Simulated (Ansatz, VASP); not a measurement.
Given: the input of a run of Ansatz 0.2.0 on SnTe.

File input.yaml:

```yaml
crystal:
  lattice:
    - [0.0, 3.1717171644, 3.1717171644]
    - [3.1717171644, 0.0, 3.1717171644]
    - [3.1717171644, 3.1717171644, 0.0]
  atoms:
    - { symbol: Te, position: [0.5, 0.5, 0.5] }
    - { symbol: Sn, position: [0.0, 0.0, 0.0] }
hamiltonian:
  xc: rpbe
  pseudopotentials: { kind: paw }
kpoints:
  mp_grid: { grid: [7, 7, 7] }
scf:
  occupations: { method: fermi_dirac, width: 0.05 }
output:
  forces: true
  stress: true
  eigenvalues: true
```

Potentials or basis: Ansatz PAW.

Command:

```console
$ ansatz run input.yaml --threads 2 --pin off --max-ram 5120MiB --backend cpu --events-out ev --progress --plain --runs-dir out
```

Task: Set up the same calculation for VASP 6.6.1. Potentials there: VASP PAW PBE potentials, release 64 (Te, Sn_d).

Result: As run (the cutoff follows the program's own potentials):

The input INCAR:

```
ALGO = Normal
EDIFF = 1E-7
ENCUT = 520
GGA = RP
ISIF = 2
ISMEAR = -1
LASPH = T
LCHARG = T
LELF = T
LREAL = F
LVHAR = T
LWAVE = F
NBANDS = 17
NELM = 60
PREC = Accurate
SIGMA = 0.05
```

Contents of KPOINTS:

```
k-points
0
Gamma
  7 7 7
```

POSCAR

```
SnTe
1.0
    0.0000000000      3.1717171644      3.1717171644
    3.1717171644      0.0000000000      3.1717171644
    3.1717171644      3.1717171644      0.0000000000
Te Sn
1 1
Direct
    0.5000000000      0.5000000000      0.5000000000
    0.0000000000      0.0000000000      0.0000000000
```

Potentials or basis: VASP PAW PBE potentials, release 64 (Te, Sn_d).

The run is started by

```console
$ cat potpaw_PBE.64/Te/POTCAR potpaw_PBE.64/Sn_d/POTCAR > POTCAR
$ mpirun -np 1 vasp_std > vasp.out
```

Both were run:

|  | VASP | Ansatz | Ansatz less VASP |
| --- | --- | --- | --- |
| pressure (GPa) | 2.7 | 2.7 | +0.03 |

VASP's potentials were made for PBE, not for RPBE. VASP's potentials hold 20 valence electrons a cell and Ansatz's 30, so a difference there can come from the potentials and not from the codes.

Spin-orbit coupling is off throughout.
